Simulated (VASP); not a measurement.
Si16B (a cell with a defect): single point with PBE+D3(BJ)

Si16B (a cell with a defect):

```
Si B
1.0
     0.00000    5.43000    5.43000
     5.43000    0.00000    5.43000
     5.43000    5.43000    0.00000
Si B
16 1
Cartesian
  -0.2934 -0.1310 -0.0824
  1.2781 0.7662 1.2823
  2.5691 2.5362 0.0797
  3.8619 3.9443 1.3706
  2.7695 0.0051 2.7244
  4.2127 1.5677 3.9548
  5.5455 2.9890 2.6565
  6.9161 4.2751 4.3102
  0.2028 2.4776 2.6352
  1.2408 4.2058 3.8762
  2.6258 5.5593 2.6904
  4.1532 6.7827 4.1096
  2.7206 2.9617 5.2284
  4.0741 3.8001 6.9489
  5.3875 5.3329 5.6498
  6.7923 7.0085 6.7108
  6.7900 9.3983 6.5857
```

* Program: VASP 6.6.1
* Task: single point
* Functional: PBE
* Dispersion: D3(BJ)
* Potentials or basis: VASP PAW PBE potentials, release 64 (Si, B)
* Cutoff: 520 eV
* k mesh: 2 × 2 × 2
* Occupations: fermi-dirac, width 0.05 eV
* Spin: collinear spin, zero start
* Starting moments: [0.0, 0.0, 0.0, 0.0, 0.0, 0.0, 0.0, 0.0, 0.0, 0.0, 0.0, 0.0, 0.0, 0.0, 0.0, 0.0, 0.0] μB

```json
{
  "Pressure": "-1.0 GPa",
  "Largest force": "2.379 eV/Å",
  "Net moment": "0.00 μB per cell",
  "Valence electrons inside the program's atomic spheres": "Si 1.68, 1.69, 1.65, 1.67, 1.66 (each value once); B 1.64",
  "Dispersion energy per atom": "-0.313 eV"
}
```

Forces in eV/Å, atoms in the order of the input:
```
Si  -0.114 -0.256 -0.601
Si  -0.044  2.301 -0.599
Si   0.065 -0.544 -0.462
Si  -0.299  0.690  0.307
Si   1.454 -0.608  1.145
Si  -0.770 -0.639  0.083
Si   0.720  0.711  0.410
Si  -0.304 -1.181 -0.535
Si  -0.318 -0.278  0.244
Si  -0.515 -0.563  0.373
Si   0.998  0.512 -0.510
Si  -0.404 -0.504  0.463
Si  -0.328 -0.554  0.604
Si   0.126  1.065 -0.337
Si  -0.368  1.102 -0.118
Si   0.074 -0.888 -0.375
B    0.027 -0.367 -0.090
```

Stress tensor (GPa, compression positive):
```
-0.50 -0.45  1.64
-0.45 -2.28 -0.51
 1.64 -0.51 -0.28
```

Levels at points of the mesh, in eV from the Fermi level:
Spin up:
| k point | band 31 | band 32 | band 33 | band 34 | band 35 | band 36 |
| --- | --- | --- | --- | --- | --- | --- |
| (0.00, 0.00, 0.00) | -0.69 | -0.48 | -0.22 | -0.05 | 0.20 | 0.29 |
| (0.50, 0.00, 0.00) | -1.14 | -0.83 | -0.58 | -0.24 | 0.55 | 0.86 |
| (0.00, 0.50, 0.00) | -0.96 | -0.73 | -0.62 | -0.06 | 0.60 | 0.82 |
| (0.00, 0.00, 0.50) | -1.02 | -0.70 | -0.65 | -0.33 | 0.63 | 0.92 |
| (0.50, 0.50, 0.50) | -1.08 | -0.83 | -0.68 | 0.02 | 0.68 | 0.77 |
| (0.50, 0.50, 0.00) | -1.44 | -1.37 | -0.44 | 0.29 | 0.72 | 0.91 |
| (0.00, 0.50, 0.50) | -1.39 | -1.33 | -0.57 | 0.29 | 0.68 | 0.82 |
| (0.50, 0.00, 0.50) | -1.43 | -1.31 | -0.87 | 0.12 | 0.65 | 1.04 |
Spin down:
```
           k point  band 30  band 31  band 32  band 33  band 34  band 35  band 36  band 37
(0.00, 0.00, 0.00)    -1.14    -0.69    -0.48    -0.22    -0.05     0.20     0.29     0.42
(0.50, 0.00, 0.00)    -1.16    -1.14    -0.83    -0.58    -0.24     0.55     0.86     1.25
(0.00, 0.50, 0.00)    -1.24    -0.96    -0.73    -0.62    -0.06     0.60     0.82     1.30
(0.00, 0.00, 0.50)    -1.34    -1.02    -0.70    -0.65    -0.33     0.63     0.92     1.27
(0.50, 0.50, 0.50)    -1.23    -1.08    -0.83    -0.68     0.02     0.68     0.77     1.20
(0.50, 0.50, 0.00)    -1.53    -1.44    -1.37    -0.44     0.29     0.72     0.91     1.30
(0.00, 0.50, 0.50)    -1.47    -1.39    -1.33    -0.57     0.29     0.68     0.82     1.28
(0.50, 0.00, 0.50)    -1.47    -1.43    -1.31    -0.87     0.12     0.65     1.04     1.36
```

It took 15 min on 1 thread of Intel Xeon 8259CL, with other jobs on the host, peak memory 0.7 GiB.

Caveat: the k points lie up to 0.50 Å⁻¹ apart.
